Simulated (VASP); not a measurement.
# CaC2 (I4/mmm) in VASP: single point with LDA

Aim: the single point of CaC2 with LDA.

Everything below comes from runs of VASP 6.6.1. Logs are shortened: lines on timing, memory, paths and dates and some standing lists are left out, and cuts for length are marked.

**1. The cell of the first run**

Symmetry: I4/mmm, No. 139, tetragonal system. The conventional cell has a = 3.758 Å, b = 3.758 Å, c = 6.278 Å, α = 90.00°, β = 90.00°, γ = 90.00°. Within 3.3 Å of Ca (site symmetry 4/mmm) lie 10 C at 2.51 to 2.73 Å. Within 1.7 Å of C (site symmetry 4mm) lie 1 C at 1.25 Å.

**2. Single point, LDA**

Input file INCAR:

```
PREC = Accurate ; ENCUT = 600
EDIFF = 1E-6 ; ISMEAR = 0
SIGMA = 0.05 ; LREAL = False
LASPH = True ; NELM = 120
ALGO = Normal ; ISIF = 2
LWAVE = False ; LCHARG = False
NBANDS = 16 ; GGA_COMPAT = False
```

Input file KPOINTS:

```
Automatic mesh
0
Gamma
  10 10 10
```

Input file POSCAR:

```
CaC2
1.0
   -1.8789219473      1.8789219473      3.1388106270
    1.8789219473     -1.8789219473      3.1388106270
    1.8789219473      1.8789219473     -3.1388106270
Ca C
1 2
Direct
    0.0000000000      0.0000000000      0.0000000000
    0.5996770466      0.5996770466      0.0000000000
    0.4003229534      0.4003229534      0.0000000000
```

Potentials or basis: VASP PAW LDA potentials, release 64 (Ca_sv, C).

On the command line:

```sh
> cat potpaw_LDA.64/Ca_sv/POTCAR potpaw_LDA.64/C/POTCAR > POTCAR
> mpirun -np 1 vasp_std > vasp.out
```

OUTCAR:

```text
PREC = Accurate
   ENCUT = 600
   EDIFF = 1E-6
   ISMEAR = 0
   LREAL = False
   LASPH = True
   NELM = 120
   ISIF = 2

 ion  position               nearest neighbor table
   1  0.000  0.000  0.000-   2 2.51   3 2.51
   2  0.600  0.600  0.000-   3 1.25   1 2.51
   3  0.400  0.400  0.000-   2 1.25   1 2.51

  LATTYP: Found a body centered tetragonal cell.
 ALAT       =     3.7578438946
 C/A-ratio  =     1.6705380612

  Lattice vectors:

 A1 = (  -1.8789219473,   1.8789219473,   3.1388106270)
 A2 = (   1.8789219473,  -1.8789219473,   3.1388106270)
 A3 = (   1.8789219473,   1.8789219473,  -3.1388106270)

Analysis of symmetry for initial positions (statically):
=====================================================================
 Subroutine PRICEL returns:
 Original cell was already a primitive cell.

 Routine SETGRP: Setting up the symmetry group for a
 body centered tetragonal supercell.

 Subroutine GETGRP returns: Found 16 space group operations
 (whereof 16 operations were pure point group operations)
 out of a pool of 16 trial point group operations.

The static configuration has the point symmetry D_4h.

Analysis of symmetry for dynamics (positions and initial velocities):
=====================================================================
 Subroutine PRICEL returns:
 Original cell was already a primitive cell.

 Routine SETGRP: Setting up the symmetry group for a
 body centered tetragonal supercell.

 Subroutine GETGRP returns: Found 16 space group operations
 (whereof 16 operations were pure point group operations)
 out of a pool of 16 trial point group operations.

The dynamic configuration has the point symmetry D_4h.

 Subroutine INISYM returns: Found 16 space group operations
 (whereof 16 operations are pure point group operations),
 and found     1 'primitive' translations

----------------------------------------------------------------------------------------

                                     Primitive cell

  volume of cell :      44.3244

  direct lattice vectors                    reciprocal lattice vectors
    -1.878921947  1.878921947  3.138810627     0.000000000  0.266110043  0.159296007
     1.878921947 -1.878921947  3.138810627     0.266110043  0.000000000  0.159296007
     1.878921947  1.878921947 -3.138810627     0.266110043  0.266110043  0.000000000

  length of vectors
     4.112520823  4.112520823  4.112520823     0.310144761  0.310144761  0.376336432

  position of ions in fractional coordinates (direct lattice)
     0.000000000  0.000000000  0.000000000
     0.599677047  0.599677047  0.000000000
     0.400322953  0.400322953  0.000000000

  ion indices of the primitive-cell ions
   primitive index   ion index
                 1           1
                 2           2
                 3           3

----------------------------------------------------------------------------------------

 KPOINTS: Automatic mesh

Automatic generation of k-mesh.
 Grid dimensions read from file:
 generate k-points for:   10   10   10

 Generating k-lattice:

  Cartesian coordinates                     Fractional coordinates (reciprocal lattice)
     0.000000000  0.026611004  0.015929601     0.100000000  0.000000000  0.000000000
     0.026611004  0.000000000  0.015929601     0.000000000  0.100000000  0.000000000
     0.026611004  0.026611004  0.000000000     0.000000000  0.000000000  0.100000000

  Length of vectors
     0.031014476  0.031014476  0.037633643

  Shift w.r.t. Gamma in fractional coordinates (k-lattice)
     0.000000000  0.000000000  0.000000000

 Subroutine IBZKPT returns following result:
 ===========================================

 Found    102 irreducible k-points:

 Following reciprocal coordinates:
            Coordinates               Weight
  0.000000  0.000000  0.000000      1.000000
  0.100000  0.000000  0.000000      8.000000
  0.200000  0.000000  0.000000      8.000000
  0.300000 -0.000000  0.000000      8.000000
  0.400000  0.000000  0.000000      8.000000
  0.500000  0.000000  0.000000      4.000000
[... 16 lines left out ...]
  0.300000  0.300000  0.000000      8.000000
  0.400000  0.300000  0.000000     16.000000
 [... further k-points ...]
   k-points           NKPTS =    102   k-points in BZ     NKDIM =    102   number of bands    NBANDS=     16
   number of dos      NEDOS =    301   number of ions     NIONS =      3
   total plane-waves  NPLWV =  46656
   dimension x,y,z NGX =    36 NGY =   36 NGZ =   36
   dimension x,y,z NGXF=    72 NGYF=   72 NGZF=   72
   ions per type =               1   2
   NGX,Y,Z   is equivalent  to a cutoff of  14.55, 14.55, 14.55 a.u.
   NGXF,Y,Z  is equivalent  to a cutoff of  29.11, 29.11, 29.11 a.u.
 SYSTEM =  unknown system
   PREC   = accura    normal or accurate (medium, high low for compatibility)
   ISTART =      0    job   : 0-new  1-cont  2-samecut
   ICHARG =      2    charge: 1-file 2-atom 10-const
   ISPIN  =      1    spin polarized calculation?
   LNONCOLLINEAR =      F non collinear calculations
   LSORBIT =      F    spin-orbit coupling
   LASPH  =      T    aspherical Exc in radial PAW
   ENCUT  =  600.0 eV  44.10 Ry    6.64 a.u.   8.21  8.21  8.21*2*pi/ulx,y,z
   NELM   =    120;   NELMIN=  2; NELMDL= -5     # of ELM steps
   EDIFF  = 0.1E-05   stopping-criterion for ELM
   LREAL  =      F    real-space projection
   EDIFFG = 0.1E-04   stopping-criterion for IOM
   NSW    =      0    number of steps for IOM
   IBRION =     -1    ionic relax: 0-MD 1-quasi-New 2-CG
   NFREE  =      0    steps in history (QN), initial steepest desc. (CG)
   ISIF   =      2    stress and relaxation
   ISYM   =      2    0-nonsym 1-usesym 2-fastsym
   POTIM  = 0.5000    time-step for ionic-motion
   TEBEG  =    0.0;   TEEND  =   0.0 temperature during run
   PSTRESS=    0.0 pullay stress
   NELECT =      18.0000    total number of electrons
   NUPDOWN=      -1.0000    fix difference up-down
   EMIN   =  10.00;   EMAX   =-10.00  energy-range for DOS
   EFERMI =   0.00;   METHOD = LEGACY
   ISMEAR =     0;   SIGMA  =   0.05  broadening in eV -4-tet -1-fermi 0-gaus
   EFERMI_NEDOS =   21; number of points for ismear=-14 and -15
   IALGO  =     38    algorithm
   IMIX   =      4    mixing-type and parameters
     AMIX     =   0.40;   BMIX     =  1.00
     AMIX_MAG =   1.60;   BMIX_MAG =  1.00
  volume/ion in A,a.u.               =      14.77        99.71
  Fermi-wavevector in a.u.,A,eV,Ry     =   1.212322  2.290957 19.996832  1.469726
  Thomas-Fermi vector in A             =   2.347810
   LORBIT       =      0    0 simple, 1 ext, 2 COOP (PROOUT), +10 PAW based schemes
   GGA     = CA    functional components
   LHFCALC =     F    Hartree Fock is set to
   AEXX    =    0.0000 exact exchange contribution
   IVDW    =     0    specifies the selected vdW correction
   LEPSILON=     F    determine dielectric tensor
   LRPA    =     F    only Hartree local field effects (RPA)
 non-spin polarized calculation
 Gauss-broadening in eV      SIGMA  =   0.05
  energy-cutoff  :      600.00
  volume of cell :       44.32
 maximum number of plane-waves:      1501
 NGX is ok and might be reduce to    36
   NGX = 17   NGY = 17   NGZ = 17

 number of electron      17.9999999 magnetization

 Free energy of the ion-electron system (eV)
  ---------------------------------------------------
  ext. energy  EPLUGINS =         0.00000000
  ---------------------------------------------------
  free energy    TOTEN  =       -22.18770778 eV

  energy without entropy =      -22.18770778  energy(sigma->0) =      -22.18770778

 E-fermi :   2.0110     XC(G=0): -10.1633

 val. band max:        1.7774421170   @ k =  -0.4000  -0.4000   0.4000
 cond. band min:       2.6287980471   @ k =   0.5000   0.5000   0.0000
 fundamental gap:      0.8513559301
 Fermi energy:         2.0110400019

 k-point     1 :       0.0000    0.0000    0.0000
  band No.  band energies     occupation
      1     -36.4107      2.00000
      2     -17.7314      2.00000
      3     -17.7314      2.00000
      4     -17.6139      2.00000
      5     -11.1946      2.00000
      6      -1.1792      2.00000
[... 8 lines left out ...]
     15      11.4045      0.00000
     16      11.4045      0.00000

 k-point     2 :       0.1000    0.0000    0.0000
  band No.  band energies     occupation
      1     -36.4091      2.00000
      2     -17.7543      2.00000
      3     -17.7308      2.00000
      4     -17.6200      2.00000
      5     -11.1384      2.00000
      6      -1.4023      2.00000
[... 8 lines left out ...]
     15      11.1004      0.00000
     16      11.2531      0.00000

 k-point     3 :       0.2000    0.0000    0.0000
  band No.  band energies     occupation
      1     -36.4048      2.00000
      2     -17.8154      2.00000
      3     -17.7292      2.00000
      4     -17.6333      2.00000
      5     -10.9903      2.00000
      6      -1.8337      2.00000
[... 8 lines left out ...]
     15      10.3808      0.00000
     16      10.7917      0.00000

 k-point     4 :       0.3000   -0.0000    0.0000
  band No.  band energies     occupation
      1     -36.3994      2.00000
      2     -17.8907      2.00000
      3     -17.7271      2.00000
      4     -17.6474      2.00000
      5     -10.8044      2.00000
      6      -2.2651      2.00000
[... 8 lines left out ...]
     15       9.6253      0.00000
     16      10.0377      0.00000

 k-point     5 :       0.4000    0.0000    0.0000
  band No.  band energies     occupation
      1     -36.3951      2.00000
      2     -17.9505      2.00000
      3     -17.7254      2.00000
      4     -17.6579      2.00000
      5     -10.6509      2.00000
      6      -2.5824      2.00000
[... 8 lines left out ...]
     15       9.6584      0.00000
     16       9.9504      0.00000

 k-point     6 :       0.5000    0.0000    0.0000
  band No.  band energies     occupation
      1     -36.3934      2.00000
      2     -17.9731      2.00000
      3     -17.7248      2.00000
      4     -17.6618      2.00000
      5     -10.5913      2.00000
      6      -2.6996      2.00000
[... 8 lines left out ...]
     15       9.8253      0.00000
     16      10.2135      0.00000

 k-point     7 :       0.1000    0.1000    0.0000
  band No.  band energies     occupation
      1     -36.4069      2.00000
      2     -17.7645      2.00000
      3     -17.7463      2.00000
      4     -17.6311      2.00000
      5     -11.0703      2.00000
      6      -1.7721      2.00000
[... 8 lines left out ...]
     15      10.5144      0.00000
     16      11.2066      0.00000

 k-point     8 :       0.2000    0.1000    0.0000
  band No.  band energies     occupation
      1     -36.4024      2.00000
      2     -17.8208      2.00000
      3     -17.7499      2.00000
      4     -17.6444      2.00000
      5     -10.9284      2.00000
      6      -2.1427      2.00000
[... 8 lines left out ...]
     15       9.6580      0.00000
     16      10.8412      0.00000

 k-point     9 :       0.3000    0.1000    0.0000
  band No.  band energies     occupation
      1     -36.3973      2.00000
      2     -17.8920      2.00000
      3     -17.7470      2.00000
      4     -17.6562      2.00000
      5     -10.7656      2.00000
      6      -2.4407      2.00000
[... 8 lines left out ...]
     15       9.7026      0.00000
     16      10.2003      0.00000
[... 172 lines left out ...]
 k-point    19 :       0.5000    0.2000    0.0000
  band No.  band energies     occupation
      1     -36.3900      2.00000
      2     -17.9387      2.00000
      3     -17.7780      2.00000
      4     -17.6648      2.00000
      5     -10.6655      2.00000
      6      -2.2500      2.00000
[... 8 lines left out ...]
     15       9.8378      0.00000
     16      10.3589      0.00000

 k-point    20 :      -0.4000    0.2000   -0.0000
  band No.  band energies     occupation
      1     -36.3923      2.00000
      2     -17.9171      2.00000
      3     -17.7757      2.00000
      4     -17.6534      2.00000
      5     -10.7262      2.00000
      6      -1.9709      2.00000
[... 8 lines left out ...]
     15      10.2859      0.00000
     16      10.9500      0.00000

 k-point    21 :      -0.3000    0.2000   -0.0000
  band No.  band energies     occupation
      1     -36.3966      2.00000
      2     -17.8690      2.00000
      3     -17.7769      2.00000
      4     -17.6400      2.00000
      5     -10.8250      2.00000
      6      -1.6421      2.00000
[... 8 lines left out ...]
     15      10.1757      0.00000
     16      11.3882      0.00000

 k-point    22 :      -0.2000    0.2000    0.0000
  band No.  band energies     occupation
      1     -36.4012      2.00000
      2     -17.8209      2.00000
      3     -17.7718      2.00000
      4     -17.6299      2.00000
      5     -10.9253      2.00000
      6      -1.4000      2.00000
[... 8 lines left out ...]
     15       9.6380      0.00000
     16      11.5195      0.00000

 k-point    23 :       0.3000    0.3000    0.0000
  band No.  band energies     occupation
      1     -36.3897      2.00000
      2     -17.8674      2.00000
      3     -17.8424      2.00000
      4     -17.6717      2.00000
      5     -10.7057      2.00000
      6      -2.3282      2.00000
[... 8 lines left out ...]
     15       9.9105      0.00000
     16      10.4000      0.00000

 k-point    24 :       0.4000    0.3000    0.0000
  band No.  band energies     occupation
      1     -36.3871      2.00000
      2     -17.8966      2.00000
      3     -17.8352      2.00000
      4     -17.6722      2.00000
      5     -10.7083      2.00000
      6      -2.0822      2.00000
[... 8 lines left out ...]
     15      10.0675      0.00000
     16      10.4198      0.00000

 [... further k-points ...]

------------------------ aborting loop because EDIFF is reached ----------------------------------------

  FORCE on cell =-STRESS in cart. coord.  units (eV):
  Direction    XX          YY          ZZ          XY          YZ          ZX
  --------------------------------------------------------------------------------------
  -------------------------------------------------------------------------------------
  Total        0.0630553      0.0630553      0.1785960      0.0000000      0.0000000      0.0000000
  in kB        2.2792383      2.2792383      6.4556452      0.0000000      0.0000000      0.0000000
  external PRESSURE =       3.6713739 kB  Pullay stress =       0.0000000 kB

 VOLUME and BASIS-vectors are now :
 -----------------------------------------------------------------------------
  energy-cutoff  :      600.00
  volume of cell :       44.32
      direct lattice vectors                 reciprocal lattice vectors
    -1.878921947  1.878921947  3.138810627     0.000000000  0.266110043  0.159296007
     1.878921947 -1.878921947  3.138810627     0.266110043  0.000000000  0.159296007
     1.878921947  1.878921947 -3.138810627     0.266110043  0.266110043  0.000000000

 POSITION                                       TOTAL-FORCE (eV/Angst)
 -----------------------------------------------------------------------------------
      0.00000      0.00000      0.00000        -0.000000     -0.000000      0.000000
      0.00000      0.00000      3.76455        -0.000000     -0.000000      0.080663
      0.00000      0.00000      2.51308         0.000000      0.000000     -0.080663
 -----------------------------------------------------------------------------------
    total drift:                                0.000000     -0.000000     -0.000000

  FREE ENERGIE OF THE ION-ELECTRON SYSTEM (eV)
  ---------------------------------------------------
  free  energy   TOTEN  =       -22.1877077753 eV

  energy  without entropy=      -22.1877077753  energy(sigma->0) =      -22.18770778
```

Wall time 2.2 min (1 thread of Oxide Virtual Turin-like, shared host); peak memory 0.2 GiB.

Results:

| Item | Value |
| --- | --- |
| Free energy | -22.1877 eV |
| Pressure | 0.4 GPa |
| Largest force | 0.081 eV/Å |
| Band gap on the k mesh | 0.85 eV (least direct gap 2.03 eV) |

Forces on the atoms (eV/Å):
```
Ca   0.000  0.000  0.000
C    0.000  0.000  0.081
C    0.000  0.000 -0.081
```

Levels at points of the mesh, in eV from the valence-band top:
```csv
k point,band 5,band 6,band 7,band 8,band 9,band 10,band 11,band 12,band 13,band 14
"(0.00, 0.00, 0.00)",-12.97,-2.96,-2.03,-1.01,-1.01,2.97,2.97,4.20,5.39,6.01
"(0.50, 0.00, 0.00)",-12.37,-4.48,-2.49,-2.01,-0.91,4.81,5.86,6.23,6.48,6.51
"(0.50, 0.50, 0.00)",-12.58,-2.94,-2.90,-1.66,-1.18,0.85,5.72,6.74,7.52,7.90
"(0.50, 0.50, 0.50)",-12.65,-4.61,-1.69,-1.69,-0.02,2.99,6.25,6.47,6.76,6.76
```

A k mesh can miss the band edges.
